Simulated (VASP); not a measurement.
Crystal: BaS.

```
Ba S
1.0
    -0.00803    3.21180    3.21180
     3.21180   -0.00803    3.21180
     3.20377    3.20377    0.00000
Ba S
1 1
Direct
  0.00000 0.00000 0.00000
  0.50000 0.50000 0.50000
```

This cell differs from its parent crystal: shear xy strain -0.5%.

Base run:

```yaml
Program: VASP 6.6.1
Functional: r2SCAN
Potentials_or_basis: VASP PAW PBE potentials, release 64 (Ba_sv, S)
Cutoff: 520 eV
k_mesh: 8 × 8 × 8
Occupations: gaussian, width 0.01 eV
Spin: no spin polarisation
```

Its results: band gap on the k mesh 2.48 eV (least direct gap 2.63 eV); pressure 0.6 GPa.

The run is repeated on the same cell with these changes: functional from r2SCAN to PBE; occupations from gaussian, width 0.01 eV to fermi-dirac, width 0.02 eV. What comes out?

Band gap on the k mesh 2.13 eV (least direct gap 2.27 eV); pressure 0.6 GPa.

Caveats: spin-orbit coupling is left out, which moves the levels of the heavy elements; the PAW data sets were made with another functional, which shifts forces and pressure a little (at least some runs).

A k mesh can miss the band edges.
